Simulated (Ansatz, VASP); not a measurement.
**One calculation of C, two programs**

File INCAR:

```
PREC = Accurate
ENCUT = 520
EDIFF = 1E-7
ISMEAR = 0
SIGMA = 0.01
LREAL = F
LASPH = T
NELM = 100
ALGO = Normal
ISIF = 2
LWAVE = F
LCHARG = F
GGA = CA
NBANDS = 11
```

KPOINTS

```
regular mesh
0
Gamma
  12 12 12
```

Contents of POSCAR:

```
C
1.0
    1.7658738580      1.7658738580      0.0000000000
   -1.7658738580      1.7658738580      0.0000000000
    0.0000000000      1.7658738580      1.7658738580
C
2
Direct
    0.5000000000      0.5000000000      0.0000000000
    0.7500000000      0.2500000000      0.5000000000
```

Input for Ansatz:

```yaml
crystal:
  lattice:
    - [1.76587385799, 1.76587385799, 0.0]
    - [-1.76587385799, 1.76587385799, 0.0]
    - [0.0, 1.76587385799, 1.76587385799]
  atoms:
    - { symbol: C, position: [0.5, 0.5, 0.0] }
    - { symbol: C, position: [0.75, 0.25, 0.5] }
kpoints:
  mp_grid: { grid: [12, 12, 12] }
scf:
  occupations: { method: fixed }
hamiltonian:
  xc: lda
  pseudopotentials: { kind: all_electron, lapw: { basis_error: 0.001 } }
output:
  forces: true
  stress: true
  eigenvalues: true
  eigenstates:
    nscf_kmesh: { grid: [18, 18, 18] }
    de_dk: true
    e_range: [-9, 14.17343363907]
checkpoint:
  write: ck
  write_wavefunctions: false
```

Alike in both runs: task single point; functional LDA; k mesh 12 × 12 × 12; no spin polarisation.

|  | VASP | Ansatz |
| --- | --- | --- |
| version | VASP 6.6.1 | Ansatz 0.2.0 |
| potentials or method | VASP PAW LDA potentials, release 64 (C), cutoff 520 eV | all-electron LAPW, scalar-relativistic |
| occupations | gaussian, width 0.01 eV | fixed |

VASP gave:

| Item | Value |
| --- | --- |
| gap on the k mesh at the Fermi level (eV) | 4.20 |
| pressure (GPa) | 1.6 |

Problem. What did Ansatz give for the same quantities?

Solution. gap on the k mesh at the Fermi level (eV): 4.20; pressure (GPa): 0.1.

LDA's correlation is that of Perdew and Zunger in VASP and of Perdew and Wang (1992) in Ansatz. Ansatz ran all-electron here, and VASP with PAW potentials.
